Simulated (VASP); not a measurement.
Runs of VASP 6.6.1 on Al. The structure is that of space group P6_3/mmc (No. 194), or close to it. The cells are those of the table. 

| cell | gap on the mesh (eV) | pressure (GPa) |
| --- | --- | --- |
| a = 2.845, b = 2.845, c = 8.759 Å, angles 90.0, 90.0, 120.0°, 4 atoms | none | (b) |
| a = 2.740, b = 2.740, c = 9.288 Å, angles 90.0, 90.0, 120.0°, 4 atoms | none | 4.8 |
| a = 2.829, b = 2.829, c = 8.854 Å, angles 90.0, 90.0, 120.0°, 4 atoms | none | (c) |
| a = 2.829, b = 2.829, c = 8.711 Å, angles 90.0, 90.0, 120.0°, 4 atoms | none | 5.1 |
| a = 2.711, b = 2.711, c = 9.644 Å, angles 90.0, 90.0, 120.0°, 4 atoms | none | 4.0 |
| a = 2.860, b = 2.860, c = 8.666 Å, angles 90.0, 90.0, 120.0°, 4 atoms | none | 3.7 |
| a = 2.769, b = 2.769, c = 9.091 Å, angles 90.0, 90.0, 120.0°, 4 atoms | none | 4.7 |
| a = 2.799, b = 2.799, c = 9.045 Å, angles 90.0, 90.0, 120.0°, 4 atoms | none | (a) |

Alike in all rows: task single point; level PBE+D3(BJ); potentials or basis VASP PAW PBE potentials, release 64 (Al); no spin polarisation; k mesh 18 × 18 × 6; cutoff (eV) 520; smearing gaussian 0.15 eV.

Problem. Fill in the values left out.

Solution. (a) 2.9; (b) 3.4; (c) 3.2.

Caveats: pairwise dispersion overbinds metals, which lowers pressure and volume.

A gap of «none» marks levels without a gap at the run's occupations.
